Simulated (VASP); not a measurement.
# WC: single point with r2SCAN

Crystal: WC.

```xyz
2
Lattice="0.0000 2.0830 2.2475 2.0830 0.0000 2.2475 2.0830 2.0830 0.0000" Properties=species:S:1:pos:R:3 pbc="T T T"
W     0.0000    0.0000    0.0000
C     2.0830    2.0830    2.2475
```

This cell differs from its parent crystal: strain -0.050 along x and y, +0.025 along z.

```
Program                : VASP 6.6.1
Task                   : single point
Functional             : r2SCAN
Potentials or basis    : VASP PAW PBE potentials, release 64 (W_sv, C)
Cutoff                 : 520 eV
k mesh                 : 18 × 18 × 18
Occupations            : gaussian, width 0.15 eV
Spin                   : no spin polarisation
Dipole correction      : no
Further INCAR settings : ALGO = Normal; EDIFF = 1e-06; NBANDS = 16
```

```yaml
Pressure: 35.5 GPa
Band_gap_on_the_k_mesh: zero (bands 9 and 10 overlap by 3.28 eV)
```

Stress tensor (GPa, compression positive):
```
53.29  0.00  0.00
 0.00 53.29  0.00
 0.00  0.00  0.02
```

Levels at points of the mesh, in eV from the Fermi level:
```
           k point  band 7  band 8  band 9  band 10  band 11  band 12
(0.00, 0.00, 0.00)   -2.75   -2.75   -1.82    -1.58    -1.18    -1.18
(0.50, 0.00, 0.00)   -7.68   -7.53    1.03     1.63     2.99     5.37
(0.50, 0.50, 0.00)   -6.52   -2.45   -2.45     0.94     2.64     2.64
(0.50, 0.00, 0.50)   -5.72   -3.12   -2.85     0.92     2.10     3.24
```

It took 4.3 min on 1 thread of Intel(R) Xeon(R) 6975P-C (Granite Rapids), on a shared host, peak memory 0.26 GiB.

Caveat: the cell differs from its parent crystal (strain -0.050 along x and y, +0.025 along z); the stress differs along the axes, from 0 to 53 GPa; the PAW data sets were made with another functional, which shifts forces and pressure a little; spin-orbit coupling is left out, which moves the levels of the heavy elements.
